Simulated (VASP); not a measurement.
Write the native input for VASP 6.6.1 that does the following.

| Property | Result |
| --- | --- |
| Task | single point |
| Functional | PBE |
| Potentials or basis | VASP PAW PBE potentials, release 64 (Rb_sv, Sc_sv, Cr_pv, C, N) |
| Cutoff | 520 eV |
| k mesh | 4 × 4 × 4 |
| Occupations | gaussian, width 0.1 eV |
| Spin | collinear spin, ferromagnetic start |
| Starting moments | [0.0, 0.0, 0.0, 3.0, 0.0, 0.0, 0.0, 0.0, 0.0, 0.0, 0.0, 0.0, 0.0, 0.0, 0.0, 0.0] μB |
| Dipole correction | no |
| Further INCAR settings | LREAL = Auto; ALGO = Normal; EDIFF = 1e-07; NBANDS = 66 |

The structure of Rb2ScCrC6N6 lies in POSCAR:

```
Rb2ScCrC6N6
1.0
    0.0000000000      5.2220000000      5.2220000000
    5.2220000000      0.0000000000      5.2220000000
    5.2220000000      5.2220000000      0.0000000000
Rb Sc Cr C N
2 1 1 6 6
Direct
    0.2500000000      0.2500000000      0.2500000000
    0.7500000000      0.7500000000      0.7500000000
    0.0000000000      0.0000000000      0.0000000000
    0.5000000000      0.5000000000      0.5000000000
    0.8063960200      0.1936039800      0.1936039800
    0.1936039800      0.8063960200      0.1936039800
    0.1936039800      0.1936039800      0.8063960200
    0.1936039800      0.8063960200      0.8063960200
    0.8063960200      0.1936039800      0.8063960200
    0.8063960200      0.8063960200      0.1936039800
    0.6943699700      0.3056300300      0.3056300300
    0.3056300300      0.6943699700      0.3056300300
    0.3056300300      0.3056300300      0.6943699700
    0.3056300300      0.6943699700      0.6943699700
    0.6943699700      0.3056300300      0.6943699700
    0.6943699700      0.6943699700      0.3056300300
```

One way to write it, as run:

INCAR

```
PREC = Accurate
ENCUT = 520
EDIFF = 1E-7
ISMEAR = 0
SIGMA = 0.1
LREAL = Auto
LASPH = True
NELM = 150
ALGO = Normal
ISIF = 2
LWAVE = False
LCHARG = False
ISPIN = 2
MAGMOM = 0 0 0 3 0 0 0 0 0 0 0 0 0 0 0 0
LORBIT = 11
LMAXMIX = 4
GGA = PE
NBANDS = 66
```

KPOINTS

```
regular mesh
0
Gamma
  4 4 4
```

Potentials or basis: VASP PAW PBE potentials, release 64 (Rb_sv, Sc_sv, Cr_pv, C, N).

Launch:

```bash
$ cat potpaw_PBE.64/Rb_sv/POTCAR potpaw_PBE.64/Sc_sv/POTCAR potpaw_PBE.64/Cr_pv/POTCAR potpaw_PBE.64/C/POTCAR potpaw_PBE.64/N/POTCAR > POTCAR
$ mpirun -np 1 vasp_std > vasp.out
```

It gave:

* Pressure: 9.5 GPa
* Largest force: 2.720 eV/Å
* Band gap on the k mesh: zero (filled and empty bands overlap)
* Net moment: -1.00 μB per cell
* Site moments: Rb +0.00; Sc +0.17; Cr -1.50; C -0.01; N +0.04 μB
* Valence electrons inside the program's atomic spheres: Rb 7.29; Sc 10.41; Cr 10.74; C 2.65; N 3.90

Caveat: the cell stands under pressure; a cell with one magnetic atom can't hold antiferromagnetic order, which such compounds often take; forces of over 1 eV/Å act on the atoms, so gaps and moduli don't describe the material at rest.

It took 8.3 min on 1 thread of Intel(R) Xeon(R) 6975P-C (Granite Rapids), on a shared host, peak memory 0.68 GiB.
